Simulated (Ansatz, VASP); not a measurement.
**B2N in VASP and in Ansatz**

```
B N
1.0
     3.53851    0.00000    0.00000
     0.00000    3.53851    0.00000
     0.00000    0.00000    3.53851
B N
4 2
Cartesian
  2.6539 2.6539 2.6539
  0.8846 0.8846 2.6539
  0.8846 2.6539 0.8846
  2.6539 0.8846 0.8846
  0.0000 0.0000 0.0000
  1.7693 1.7693 1.7693
```

Alike in both runs: functional PBE; k mesh 4 × 4 × 4; occupations gaussian, width 0.2 eV; no spin polarisation.

Ansatz relaxed the structure, and its values are those at the end. VASP's run is a single point on that final structure, the one shown.

|  | VASP | Ansatz |
| --- | --- | --- |
| version | VASP 6.6.1 | Ansatz 0.2.0 |
| potentials or method | VASP PAW PBE potentials, release 64 (B, N), cutoff 600 eV | scalar-relativistic, plane waves, PAW |
| valence electrons in the cell | 22 | 22 |

```tsv
	VASP	Ansatz	Ansatz less VASP
gap on the k mesh at the Fermi level (eV)	none	none	-
pressure (GPa)	-0.2	0.0	+0.21
```

A gap of «none» marks a metal or a gap that the smearing closes.

The k mesh is coarse, so the values compare programs but aren't converged.
